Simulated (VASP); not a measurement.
# Pd2PtS3 (P6/mmm) in VASP: single point with PBE

Aim: the single point of Pd2PtS3 with PBE.

Program: VASP 6.6.1. These are calculated values, not measurements. Logs are shortened: lines on timing, memory, paths and dates and some standing lists are left out, and cuts for length are marked.

### Step 1. The cell of the first run

It takes space group P6/mmm (No. 191, hexagonal). Conventional cell: a = 4.895 Å, b = 4.895 Å, c = 4.668 Å, α = 90.00°, β = 90.00°, γ = 120.00°. Within 3.1 Å of Pd (site symmetry -6m2) lie 2 S at 2.33 Å and 3 Pd at 2.83 Å and 3 Pt at 2.83 Å. Within 3.1 Å of Pt (site symmetry 6/mmm) lie 2 S at 2.33 Å and 6 Pd at 2.83 Å. Within 3.1 Å of S (site symmetry -6m2) lie 2 Pd at 2.33 Å and 6 S at 2.83 Å. S (site symmetry 6/mmm) has 2 Pt at 2.33 Å and 6 S at 2.83 Å within 3.1 Å.

The cell was generated, and may not be a known phase.

### Step 2. Single point, PBE, collinear spin

Contents of INCAR:

```
SYSTEM = Pd2PtS3
PREC = Accurate
ENCUT = 520
EDIFF = 1E-7
ISMEAR = 0
SIGMA = 0.1
LREAL = .FALSE.
LASPH = .TRUE.
NELM = 150
ALGO = Normal
ISIF = 2
LWAVE = .FALSE.
LCHARG = .TRUE.
ISPIN = 2
MAGMOM = 1 1 1 0 0 0
LORBIT = 11
LMAXMIX = 4
GGA = PE
LELF = .TRUE.
LVHAR = .TRUE.
NBANDS = 37
```

Contents of KPOINTS:

```
regular mesh
0
G
  6 6 4
  0 0 0
```

Contents of POSCAR:

```
Pd2PtS3
1.0
    4.8952009919      0.0000000000      0.0000000000
   -2.4476004960      4.2393684157      0.0000000000
    0.0000000000      0.0000000000      4.6679587309
Pd Pt S
2 1 3
Direct
    0.3333333333      0.6666666667      0.5000000000
    0.6666666667      0.3333333333      0.5000000000
    0.0000000000      0.0000000000      0.5000000000
    0.3333333333      0.6666666667      0.0000000000
    0.6666666667      0.3333333333      0.0000000000
    0.0000000000      0.0000000000      0.0000000000
```

Potentials or basis: VASP PAW PBE potentials, release 64 (Pd, Pt, S).

The run is started by

```console
$ cat potpaw_PBE.64/Pd/POTCAR potpaw_PBE.64/Pt/POTCAR potpaw_PBE.64/S/POTCAR > POTCAR
$ mpirun -np 1 vasp_std > vasp.out
```

OUTCAR:

```text
SYSTEM = Pd2PtS3
   PREC = Accurate
   ENCUT = 520
   EDIFF = 1E-7
   ISMEAR = 0
   LREAL = .FALSE.
   LASPH = .TRUE.
   NELM = 150
   ISIF = 2
   ISPIN = 2
   LORBIT = 11
   GGA = PE

 ion  position               nearest neighbor table
   1  0.333  0.667  0.500-   4 2.33   4 2.33   2 2.83   3 2.83   2 2.83   3 2.83   3 2.83   2 2.83

   2  0.667  0.333  0.500-   5 2.33   5 2.33   1 2.83   3 2.83   1 2.83   3 2.83   3 2.83   1 2.83

   3  0.000  0.000  0.500-   6 2.33   6 2.33   1 2.83   2 2.83   2 2.83   1 2.83   2 2.83   1 2.83

   4  0.333  0.667  0.000-   1 2.33   1 2.33
   5  0.667  0.333  0.000-   2 2.33   2 2.33
   6  0.000  0.000  0.000-   3 2.33   3 2.33

  LATTYP: Found a hexagonal cell.
 ALAT       =     4.8952009919
 C/A-ratio  =     0.9535785637

  Lattice vectors:

 A1 = (   4.8952009919,   0.0000000000,   0.0000000000)
 A2 = (  -2.4476004960,   4.2393684157,   0.0000000000)
 A3 = (   0.0000000000,   0.0000000000,   4.6679587309)

Analysis of symmetry for initial positions (statically):
=====================================================================
 Subroutine PRICEL returns:
 Original cell was already a primitive cell.

 Routine SETGRP: Setting up the symmetry group for a
 hexagonal supercell.

 Subroutine GETGRP returns: Found 24 space group operations
 (whereof 24 operations were pure point group operations)
 out of a pool of 24 trial point group operations.

The static configuration has the point symmetry D_6h.

Analysis of symmetry for dynamics (positions and initial velocities):
=====================================================================
 Subroutine PRICEL returns:
 Original cell was already a primitive cell.

 Routine SETGRP: Setting up the symmetry group for a
 hexagonal supercell.

 Subroutine GETGRP returns: Found 24 space group operations
 (whereof 24 operations were pure point group operations)
 out of a pool of 24 trial point group operations.

The dynamic configuration has the point symmetry D_6h.

Analysis of structural, dynamic, and magnetic symmetry:
=====================================================================
 Subroutine PRICEL returns:
 Original cell was already a primitive cell.

 Routine SETGRP: Setting up the symmetry group for a
 hexagonal supercell.

 Subroutine GETGRP returns: Found 24 space group operations
 (whereof 24 operations were pure point group operations)
 out of a pool of 24 trial point group operations.
[... 137 lines left out ...]
 Gauss-broadening in eV      SIGMA  =   0.10
  energy-cutoff  :      520.00
  volume of cell :       96.87
 maximum number of plane-waves:      2626
   NGX = 19   NGY = 19   NGZ = 17

 number of electron      47.9999997 magnetization      -0.0000995

 number of electron      47.9999997 magnetization       0.0001122

 Free energy of the ion-electron system (eV)
  ---------------------------------------------------
  ext. energy  EPLUGINS =         0.00000000
  ---------------------------------------------------
  free energy    TOTEN  =       -27.67975281 eV

  energy without entropy =      -27.66982974  energy(sigma->0) =      -27.67479128

 E-fermi :   8.3846     XC(G=0): -11.8254

 val. band max:        8.3831687086   @ k =   0.1667   0.1667   0.0000
 cond. band min:       8.5073159402   @ k =   0.3333   0.1667   0.5000
 fundamental gap:      0.1241472316
 Fermi energy:         8.3846437187

 spin component 1

 k-point     1 :       0.0000    0.0000    0.0000
  band No.  band energies     occupation
      1      -7.3832      1.00000
      2      -4.1104      1.00000
      3      -3.8399      1.00000
      4       2.7112      1.00000
      5       2.8428      1.00000
      6       3.3124      1.00000
[... 808 lines left out ...]
     35      17.3804      0.00000
     36      17.6068      0.00000
 Fermi energy:         8.3846437187

 spin component 2

 k-point     1 :       0.0000    0.0000    0.0000
  band No.  band energies     occupation
      1      -7.3832      1.00000
      2      -4.1104      1.00000
      3      -3.8399      1.00000
      4       2.7112      1.00000
      5       2.8428      1.00000
      6       3.3124      1.00000
[... 808 lines left out ...]
     35      17.3804      0.00000
     36      17.6067      0.00000
 [bands above 36 left out]

------------------------ aborting loop because EDIFF is reached ----------------------------------------

  FORCE on cell =-STRESS in cart. coord.  units (eV):
  Direction    XX          YY          ZZ          XY          YZ          ZX
  --------------------------------------------------------------------------------------
  -------------------------------------------------------------------------------------
  Total       -0.1093627     -0.1093627     -0.0556026      0.0000000     -0.0000000     -0.0000000
  in kB       -1.8087613     -1.8087613     -0.9196164      0.0000000     -0.0000000     -0.0000000
  external PRESSURE =      -1.5123796 kB  Pullay stress =       0.0000000 kB

 VOLUME and BASIS-vectors are now :
 -----------------------------------------------------------------------------
  energy-cutoff  :      520.00
  volume of cell :       96.87
      direct lattice vectors                 reciprocal lattice vectors
     4.895200992  0.000000000  0.000000000     0.204281704  0.117942097  0.000000000
    -2.447600496  4.239368416  0.000000000     0.000000000  0.235884194  0.000000000
     0.000000000  0.000000000  4.667958731     0.000000000  0.000000000  0.214226401

 POSITION                                       TOTAL-FORCE (eV/Angst)
 -----------------------------------------------------------------------------------
     -0.00000      2.82625      2.33398         0.000000     -0.000000      0.000000
      2.44760      1.41312      2.33398        -0.000000     -0.000000      0.000000
      0.00000      0.00000      2.33398        -0.000000     -0.000000      0.000000
     -0.00000      2.82625      0.00000         0.000000      0.000000     -0.000000
      2.44760      1.41312      0.00000        -0.000000      0.000000      0.000000
      0.00000      0.00000      0.00000        -0.000000     -0.000000      0.000000
 -----------------------------------------------------------------------------------
    total drift:                                0.000000      0.000000     -0.000000

  FREE ENERGIE OF THE ION-ELECTRON SYSTEM (eV)
  ---------------------------------------------------
  free  energy   TOTEN  =       -27.6797528136 eV

  energy  without entropy=      -27.6698297386  energy(sigma->0) =      -27.67479128

 total charge

# of ion       s       p       d       tot
------------------------------------------
    1        0.466   0.466   8.509   9.442
    2        0.466   0.466   8.509   9.442
    3        0.684   0.463   8.107   9.253
    4        1.399   2.148   0.000   3.547
    5        1.399   2.148   0.000   3.547
    6        1.399   2.130   0.000   3.530
--------------------------------------------------
tot          5.813   7.822  25.125  38.760

 magnetization (x)

# of ion       s       p       d       tot
------------------------------------------
    1        0.000  -0.000   0.000   0.000
    2        0.000  -0.000   0.000   0.000
    3        0.000  -0.000   0.000   0.000
    4        0.000   0.000   0.000   0.000
    5        0.000   0.000   0.000   0.000
    6        0.000   0.000   0.000   0.000
--------------------------------------------------
tot          0.000   0.000   0.000   0.000
```

It took 3.4 min on 1 thread of Intel Xeon 8259CL, shared host; peak memory 0.32 GiB.

What came out:

```
Free energy                                           : -27.6798 eV
Pressure                                              : -0.2 GPa
Band gap on the k mesh                                : zero (filled and empty bands overlap)
Net moment                                            : 0.00 μB per cell
Valence electrons inside the program's atomic spheres : Pd 9.44; Pt 9.25; S 3.55, 3.53 (each value once)
```

Stress tensor (GPa, compression positive):
```
-0.18  0.00  0.00
 0.00 -0.18  0.00
 0.00  0.00 -0.09
```

Caveat: spin-orbit coupling is left out, which moves the levels of the heavy elements.

The gap in the log of VASP goes by the Fermi energy; the results here count the filled bands.